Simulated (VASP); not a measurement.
MgF2: single point with HSE06

The system is MgF2.

```
Mg F
1.0
     4.62592    0.00000    0.00000
     0.00000    4.62592    0.00000
     0.00000    0.00000    3.04935
Mg F
2 4
Direct
  0.00000 0.00000 0.00000
  0.50000 0.50000 0.50000
  0.30294 0.30294 0.00000
  0.19706 0.80294 0.50000
  0.69706 0.69706 0.00000
  0.80294 0.19706 0.50000
```

- Program: VASP 6.6.1
- Task: single point
- Functional: HSE06
- Potentials or basis: VASP PAW PBE potentials, release 64 (Mg, F)
- Cutoff: 520 eV
- k mesh: 4 × 4 × 6
- Occupations: fermi-dirac, width 0.02 eV
- Spin: no spin polarisation

- Pressure: 0.4 GPa
- Largest force: 0.021 eV/Å
- Band gap on the k mesh: 9.39 eV

Forces on the atoms (eV/Å):
```
Mg   0.000  0.000  0.000
Mg   0.000  0.000  0.000
F    0.015  0.015  0.000
F   -0.015  0.015  0.000
F   -0.015 -0.015  0.000
F    0.015 -0.015  0.000
```

Stress tensor (GPa, compression positive):
```
0.46 0.00 0.00
0.00 0.46 0.00
0.00 0.00 0.32
```

Levels at points of the mesh, in eV from the valence-band top:
| k point | band 13 | band 14 | band 15 | band 16 | band 17 | band 18 | band 19 | band 20 |
| --- | --- | --- | --- | --- | --- | --- | --- | --- |
| (0.00, 0.00, 0.00) | -0.68 | -0.29 | -0.29 | 0.00 | 9.39 | 14.65 | 14.65 | 16.13 |
| (0.50, 0.00, 0.00) | -0.95 | -0.95 | -0.38 | -0.38 | 11.86 | 11.86 | 15.93 | 15.93 |
| (0.50, 0.50, 0.00) | -0.93 | -0.93 | -0.81 | -0.81 | 13.67 | 13.67 | 13.70 | 13.70 |
| (0.00, 0.00, 0.50) | -1.19 | -1.19 | -0.89 | -0.89 | 14.30 | 14.30 | 17.49 | 17.49 |
| (0.50, 0.00, 0.50) | -0.73 | -0.73 | -0.69 | -0.69 | 15.20 | 15.20 | 16.00 | 16.00 |
| (0.50, 0.50, 0.50) | -0.65 | -0.65 | -0.48 | -0.48 | 15.68 | 15.68 | 15.82 | 15.82 |

Run time: 25 min on 4 MPI ranks on Intel(R) Xeon(R) Platinum 8375C CPU @ 2.90GHz (Ice Lake), with other jobs on the host, peak memory 0.31 GiB a rank.

Caveat: the PAW data sets were made with another functional, which shifts forces and pressure a little.
